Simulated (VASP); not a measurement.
Al, 1 atom in the cell. The structure is cubic, space group Fm-3m (No. 225). Conventional cell: a = 3.980 Å, b = 3.980 Å, c = 3.980 Å, α = 90.00°, β = 90.00°, γ = 90.00°. Within 3.7 Å of Al (site symmetry m-3m) lie 12 Al at 2.81 Å. 

```yaml
Program: VASP 6.6.1
Task: single point
Functional: LDA
Potentials_or_basis: VASP PAW LDA potentials, release 64 (Al)
Cutoff: 500 eV
k_mesh: 9 × 9 × 9
Occupations: methfessel-paxton, width 0.1 eV
Spin: no spin polarisation
Dipole_correction: no
Further_INCAR_settings: ALGO = Normal; EDIFF = 1e-06; NBANDS = 8
```

Potentials or basis: VASP PAW LDA potentials, release 64 (Al).

The run is started by

```sh
$ cat potpaw_LDA.64/Al/POTCAR > POTCAR
$ mpirun -np 1 vasp_std > vasp.out
```

Hardware: 1 thread of Intel Xeon 6975P-C, on a shared host.

Problem. How long does it take, and how much memory?

Solution. Wall time 2.4 s on 1 thread of Intel Xeon 6975P-C, on a shared host, peak memory 0.12 GiB. Counts: scf iterations 9, k points 35.
